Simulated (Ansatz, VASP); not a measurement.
**One calculation of BW5, two programs**

```
B W
1.0
     4.52847    0.00000    0.00000
    -2.26424    3.92177    0.00000
     0.00000    0.00000    5.19005
B W
1 5
Direct
  0.00000 0.00000 0.50000
  0.66667 0.33333 0.75198
  0.00000 0.00000 0.00000
  0.66667 0.33333 0.24802
  0.33333 0.66667 0.24802
  0.33333 0.66667 0.75198
```

Change from the starting cell: species swapped into the BaSn5 type (P6/mmm, No. 191).

Alike in both runs: functional PBE; k mesh 12 × 12 × 8; occupations gaussian, width 0.1 eV; no spin polarisation.

Ansatz relaxed the structure, and its values are those at the end. VASP's run is a single point on that final structure, the one shown.

|  | VASP | Ansatz |
| --- | --- | --- |
| version | VASP 6.6.1 | Ansatz 0.2.0 |
| potentials or method | VASP PAW PBE potentials, release 64 (B, W_sv), cutoff 520 eV | scalar-relativistic, plane waves, PAW |
| valence electrons in the cell | 73 | 73 |

|  | VASP | Ansatz | Ansatz less VASP |
| --- | --- | --- | --- |
| gap on the k mesh at the Fermi level (eV) | none | none | - |
| pressure (GPa) | 0.6 | 0.0 | -0.62 |
| rms of the force components (eV/Å) | 0.006 | 0.001 | -0.0050 |

A gap of «none» marks a metal or a gap that the smearing closes.

Neither program's run includes spin-orbit coupling.
